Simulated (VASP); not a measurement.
# Hf3N (Pm-3m) in VASP: density of states with PBE

Aim: the density of states of Hf3N with PBE.

Program: VASP 6.6.1. These are calculated values, not measurements. Logs are shortened: lines on timing, memory, paths and dates and some standing lists are left out, and cuts for length are marked.

### 1 The cell of the first run

The structure is cubic, space group Pm-3m (No. 221). Conventional cell: a = 4.397 Å, b = 4.397 Å, c = 4.397 Å, α = 90.00°, β = 90.00°, γ = 90.00°. Hf (site symmetry 4/mmm) has 2 N at 2.20 Å within 2.9 Å. N (site symmetry m-3m) has 6 Hf at 2.20 Å within 2.9 Å.

### 2 Density of states, PBE

Input file POSCAR:

```
Hf3N
1.0
    4.3969217806      0.0000000000      0.0000000000
    0.0000000000      4.3969217806      0.0000000000
    0.0000000000      0.0000000000      4.3969217806
Hf N
3 1
Direct
    0.0000000000      0.5000000000      0.0000000000
    0.0000000000      0.0000000000      0.5000000000
    0.5000000000      0.0000000000      0.0000000000
    0.0000000000      0.0000000000      0.0000000000
```

Input file INCAR.step1:

```
  ALGO = Normal
  EDIFF = 1E-6
  ENCUT = 520
  GGA = PE
  ISIF = 2
  ISMEAR = 0
  LASPH = T
  LCHARG = T
  LMAXMIX = 4
  LREAL = F
  LWAVE = F
  NBANDS = 26
  NELM = 60
  PREC = Accurate
  SIGMA = 0.1
```

Input file KPOINTS.step1:

```
k-points
0
Gamma
  10 10 10
```

Input file INCAR.step2:

```
  ALGO = Normal
  EDIFF = 1E-6
  ENCUT = 520
  GGA = PE
  ICHARG = 11
  ISIF = 2
  ISMEAR = -5
  LASPH = T
  LCHARG = F
  LMAXMIX = 4
  LORBIT = 11
  LREAL = F
  LWAVE = F
  NEDOS = 2001
  NELM = 60
  PREC = Accurate
  SIGMA = 0.1
```

Input file KPOINTS.step2:

```
k-points
0
Gamma
  15 15 15
```

Potentials or basis: VASP PAW PBE potentials, release 64 (Hf_pv, N).

On the command line:

```console
> cat potpaw_PBE.64/Hf_pv/POTCAR potpaw_PBE.64/N/POTCAR > POTCAR
> cp INCAR.step1 INCAR
> cp KPOINTS.step1 KPOINTS
> mpirun -np 1 vasp_std > vasp.out
> cp INCAR.step2 INCAR
> cp KPOINTS.step2 KPOINTS
> mpirun -np 1 vasp_std > vasp.out
```

OUTCAR:

```text
EDIFF = 1E-6
   ENCUT = 520
   GGA = PE
   ICHARG = 11
   ISIF = 2
   ISMEAR = -5
   LASPH = T
   LORBIT = 11
   LREAL = F
   NELM = 60
   PREC = Accurate

 ion  position               nearest neighbor table
   1  0.000  0.500  0.000-   4 2.20   4 2.20   2 3.11   2 3.11   2 3.11   3 3.11   3 3.11   2 3.11
                             3 3.11   3 3.11
   2  0.000  0.000  0.500-   4 2.20   4 2.20   1 3.11   1 3.11   3 3.11   3 3.11   1 3.11   1 3.11
                             3 3.11   3 3.11
   3  0.500  0.000  0.000-   4 2.20   4 2.20   1 3.11   2 3.11   1 3.11   1 3.11   2 3.11   2 3.11
                             2 3.11   1 3.11
   4  0.000  0.000  0.000-   1 2.20   2 2.20   3 2.20   2 2.20   1 2.20   3 2.20

  LATTYP: Found a simple cubic cell.
 ALAT       =     4.3969217806

  Lattice vectors:

 A1 = (   4.3969217806,   0.0000000000,   0.0000000000)
 A2 = (   0.0000000000,   4.3969217806,   0.0000000000)
 A3 = (   0.0000000000,   0.0000000000,   4.3969217806)

Analysis of symmetry for initial positions (statically):
=====================================================================
 Subroutine PRICEL returns:
 Original cell was already a primitive cell.

 Routine SETGRP: Setting up the symmetry group for a
 simple cubic supercell.

 Subroutine GETGRP returns: Found 48 space group operations
 (whereof 48 operations were pure point group operations)
 out of a pool of 48 trial point group operations.

The static configuration has the point symmetry O_h .

Analysis of symmetry for dynamics (positions and initial velocities):
=====================================================================
 Subroutine PRICEL returns:
 Original cell was already a primitive cell.

 Routine SETGRP: Setting up the symmetry group for a
 simple cubic supercell.

 Subroutine GETGRP returns: Found 48 space group operations
 (whereof 48 operations were pure point group operations)
 out of a pool of 48 trial point group operations.

The dynamic configuration has the point symmetry O_h .

 Subroutine INISYM returns: Found 48 space group operations
 (whereof 48 operations are pure point group operations),
 and found     1 'primitive' translations

----------------------------------------------------------------------------------------

                                     Primitive cell

  volume of cell :      85.0053

  direct lattice vectors                    reciprocal lattice vectors
     4.396921781  0.000000000  0.000000000     0.227431838  0.000000000  0.000000000
     0.000000000  4.396921781  0.000000000     0.000000000  0.227431838  0.000000000
     0.000000000  0.000000000  4.396921781     0.000000000  0.000000000  0.227431838

  length of vectors
     4.396921781  4.396921781  4.396921781     0.227431838  0.227431838  0.227431838

  position of ions in fractional coordinates (direct lattice)
     0.000000000  0.500000000  0.000000000
     0.000000000  0.000000000  0.500000000
     0.500000000  0.000000000  0.000000000
     0.000000000  0.000000000  0.000000000

  ion indices of the primitive-cell ions
   primitive index   ion index
                 1           1
                 2           2
                 3           3
                 4           4

----------------------------------------------------------------------------------------

 KPOINTS: k-points

Automatic generation of k-mesh.
 Grid dimensions read from file:
 generate k-points for:   15   15   15

 Generating k-lattice:

  Cartesian coordinates                     Fractional coordinates (reciprocal lattice)
     0.015162123  0.000000000  0.000000000     0.066666667  0.000000000  0.000000000
     0.000000000  0.015162123  0.000000000     0.000000000  0.066666667  0.000000000
     0.000000000  0.000000000  0.015162123     0.000000000  0.000000000  0.066666667

  Length of vectors
     0.015162123  0.015162123  0.015162123

  Shift w.r.t. Gamma in fractional coordinates (k-lattice)
     0.000000000  0.000000000  0.000000000

 TETIRR: Found   1667 inequivalent tetrahedra from    20250

 Subroutine IBZKPT returns following result:
 ===========================================

 Found    120 irreducible k-points:

 Following reciprocal coordinates:
            Coordinates               Weight
  0.000000  0.000000  0.000000      1.000000
  0.066667  0.000000  0.000000      6.000000
  0.133333  0.000000  0.000000      6.000000
  0.200000  0.000000  0.000000      6.000000
  0.266667  0.000000  0.000000      6.000000
  0.333333  0.000000  0.000000      6.000000
[... 16 lines left out ...]
  0.266667  0.200000  0.000000     24.000000
  0.333333  0.200000  0.000000     24.000000
 [... further k-points ...]
   k-points           NKPTS =    120   k-points in BZ     NKDIM =    120   number of bands    NBANDS=     21
   number of dos      NEDOS =   2001   number of ions     NIONS =      4
   total plane-waves  NPLWV =  46656
   dimension x,y,z NGX =    36 NGY =   36 NGZ =   36
   dimension x,y,z NGXF=    72 NGYF=   72 NGZF=   72
   ions per type =               3   1
   NGX,Y,Z   is equivalent  to a cutoff of  13.61, 13.61, 13.61 a.u.
   NGXF,Y,Z  is equivalent  to a cutoff of  27.22, 27.22, 27.22 a.u.
 SYSTEM =  unknown system
   PREC   = accura    normal or accurate (medium, high low for compatibility)
   ISTART =      0    job   : 0-new  1-cont  2-samecut
   ICHARG =     11    charge: 1-file 2-atom 10-const
   ISPIN  =      1    spin polarized calculation?
   LNONCOLLINEAR =      F non collinear calculations
   LSORBIT =      F    spin-orbit coupling
   LASPH  =      T    aspherical Exc in radial PAW
   ENCUT  =  520.0 eV  38.22 Ry    6.18 a.u.   8.18  8.18  8.18*2*pi/ulx,y,z
   NELM   =     60;   NELMIN=  2; NELMDL=  0     # of ELM steps
   EDIFF  = 0.1E-05   stopping-criterion for ELM
   LREAL  =      F    real-space projection
[... 7 lines left out ...]
   TEBEG  =    0.0;   TEEND  =   0.0 temperature during run
   PSTRESS=    0.0 pullay stress
   NELECT =      35.0000    total number of electrons
   NUPDOWN=      -1.0000    fix difference up-down
   EMIN   =  10.00;   EMAX   =-10.00  energy-range for DOS
   EFERMI =   0.00;   METHOD = LEGACY
   ISMEAR =    -5;   SIGMA  =   0.10  broadening in eV -4-tet -1-fermi 0-gaus
   EFERMI_NEDOS =   21; number of points for ismear=-14 and -15
   IALGO  =     38    algorithm
   IMIX   =      4    mixing-type and parameters
     AMIX     =   0.40;   BMIX     =  1.00
     AMIX_MAG =   1.60;   BMIX_MAG =  1.00
  volume/ion in A,a.u.               =      21.25       143.41
  Fermi-wavevector in a.u.,A,eV,Ry     =   1.217911  2.301517 20.181609  1.483306
  Thomas-Fermi vector in A             =   2.353215
   LORBIT       =     11    0 simple, 1 ext, 2 COOP (PROOUT), +10 PAW based schemes
   GGA     = PE    functional components
   LHFCALC =     F    Hartree Fock is set to
   AEXX    =    0.0000 exact exchange contribution
   IVDW    =     0    specifies the selected vdW correction
   LEPSILON=     F    determine dielectric tensor
   LRPA    =     F    only Hartree local field effects (RPA)
 non-spin polarized calculation
 Fermi weights with tetrahedron method with Bloechl corrections
  energy-cutoff  :      520.00
  volume of cell :       85.01
 maximum number of plane-waves:      2316
 NGX is ok and might be reduce to    36

 number of electron      35.0000008 magnetization

 Free energy of the ion-electron system (eV)
  ---------------------------------------------------
  ext. energy  EPLUGINS =         0.00000000
  ---------------------------------------------------
  free energy    TOTEN  =       -38.64917402 eV

  energy without entropy =      -38.64917402  energy(sigma->0) =      -38.64917402

 E-fermi :   3.7061     XC(G=0): -10.5022

 val. band max:        3.7171153712   @ k =   0.4667   0.4000   0.4000
 cond. band min:       3.6991307005   @ k =   0.4000   0.0000   0.0000
 fundamental gap:     -0.0179846707
 Fermi energy:         3.7061287981

 k-point     1 :       0.0000    0.0000    0.0000
  band No.  band energies     occupation
      1     -27.3057      2.00000
      2     -27.3057      2.00000
      3     -27.3057      2.00000
      4     -26.8694      2.00000
      5     -26.8694      2.00000
      6     -26.8694      2.00000
[... 13 lines left out ...]
     20       6.9636      0.00000
     21       6.9636      0.00000

 k-point     2 :       0.0667    0.0000    0.0000
  band No.  band energies     occupation
      1     -27.3017      2.00000
      2     -27.3017      2.00000
      3     -27.3001      2.00000
      4     -26.8706      2.00000
      5     -26.8706      2.00000
      6     -26.8698      2.00000
[... 13 lines left out ...]
     20       6.9126      0.00000
     21       6.9173      0.00000

 k-point     3 :       0.1333    0.0000    0.0000
  band No.  band energies     occupation
      1     -27.2899      2.00000
      2     -27.2899      2.00000
      3     -27.2835      2.00000
      4     -26.8745      2.00000
      5     -26.8745      2.00000
      6     -26.8712      2.00000
[... 13 lines left out ...]
     20       6.7917      0.00000
     21       6.7923      0.00000
[... 457 lines left out ...]
 k-point    23 :       0.2667    0.2000    0.0000
  band No.  band energies     occupation
      1     -27.3189      2.00000
      2     -27.2107      2.00000
      3     -27.1053      2.00000
      4     -26.9886      2.00000
      5     -26.8957      2.00000
      6     -26.8405      2.00000
[... 13 lines left out ...]
     20       5.5198      0.00000
     21       5.9239      0.00000

 k-point    24 :       0.3333    0.2000    0.0000
  band No.  band energies     occupation
      1     -27.3117      2.00000
      2     -27.1839      2.00000
      3     -27.0688      2.00000
      4     -27.0215      2.00000
      5     -26.9054      2.00000
      6     -26.8729      2.00000
[... 13 lines left out ...]
     20       5.3704      0.00000
     21       5.5318      0.00000

 [... further k-points ...]
[... 5 lines left out ...]
  --------------------------------------------------------------------------------------
  -------------------------------------------------------------------------------------
  Total       -0.5194172     -0.5194172     -0.5194172     -0.0000000     -0.0000000     -0.0000000
  in kB       -9.7899552     -9.7899552     -9.7899552     -0.0000000     -0.0000000     -0.0000000
  external PRESSURE =      -9.7899552 kB  Pullay stress =       0.0000000 kB

 VOLUME and BASIS-vectors are now :
 -----------------------------------------------------------------------------
  energy-cutoff  :      520.00
  volume of cell :       85.01
      direct lattice vectors                 reciprocal lattice vectors
     4.396921781  0.000000000  0.000000000     0.227431838  0.000000000  0.000000000
     0.000000000  4.396921781  0.000000000     0.000000000  0.227431838  0.000000000
     0.000000000  0.000000000  4.396921781     0.000000000  0.000000000  0.227431838

 POSITION                                       TOTAL-FORCE (eV/Angst)
 -----------------------------------------------------------------------------------
      0.00000      2.19846      0.00000         0.000000      0.000000      0.000000
      0.00000      0.00000      2.19846         0.000000      0.000000      0.000000
      2.19846      0.00000      0.00000         0.000000      0.000000      0.000000
      0.00000      0.00000      0.00000         0.000000      0.000000      0.000000
 -----------------------------------------------------------------------------------
    total drift:                               -0.000000      0.000000     -0.000000

  FREE ENERGIE OF THE ION-ELECTRON SYSTEM (eV)
  ---------------------------------------------------
  free  energy   TOTEN  =       -38.6491740172 eV

  energy  without entropy=      -38.6491740172  energy(sigma->0) =      -38.64917402

 total charge

# of ion       s       p       d       tot
------------------------------------------
    1        0.354   6.380   1.629   8.363
    2        0.354   6.380   1.629   8.363
    3        0.354   6.380   1.629   8.363
    4        1.248   2.536   0.000   3.784
--------------------------------------------------
tot          2.310  21.676   4.888  28.873
```

Wall time 2.8 min (1 thread of Intel Xeon 6975P-C (Granite Rapids), shared host); peak memory 0.32 GiB.

What came out:

* Valence electrons inside the program's atomic spheres: Hf 8.36; N 3.78

Levels at points of the mesh, in eV from the Fermi level:
```csv
k point,band 14,band 15,band 16,band 17,band 18,band 19,band 20,band 21
"(0.00, 0.00, 0.00)",-3.32,-1.60,-1.60,-1.60,-1.56,-1.56,3.26,3.26
```

Caveat: spin-orbit coupling is left out, which moves the levels of the heavy elements; tetrahedron occupations give inexact forces and stress in metals.
